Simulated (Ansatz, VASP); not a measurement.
ReS in VASP and in Ansatz

```xyz
2
Lattice="0.0000 2.6698 2.6698 2.6698 0.0000 2.6698 2.6698 2.6698 0.0000" Properties=species:S:1:pos:R:3 pbc="T T T"
Re    0.0000    0.0000    0.0000
S     1.3349    1.3349    1.3349
```

Alike in both runs: task single point; functional PBE; k mesh 14 × 14 × 14; occupations gaussian, width 0.1 eV; no spin polarisation.

|  | VASP | Ansatz |
| --- | --- | --- |
| version | VASP 6.6.1 | Ansatz 0.2.0 |
| potentials or method | VASP PAW PBE potentials, release 64 (Re, S), cutoff 520 eV | scalar-relativistic, plane waves, PAW |
| valence electrons in the cell | 13 | 21 |

Ansatz gave:

| Item | Value |
| --- | --- |
| gap on the k mesh at the Fermi level (eV) | none |
| pressure (GPa) | -9.0 |

What did VASP give for the same quantities?

gap on the k mesh at the Fermi level (eV): none; pressure (GPa): -8.1.

A gap of «none» marks a metal or a gap that the smearing closes. VASP's potentials hold 13 valence electrons a cell and Ansatz's 21, so a difference there can come from the potentials and not from the codes.

Neither program's run includes spin-orbit coupling.
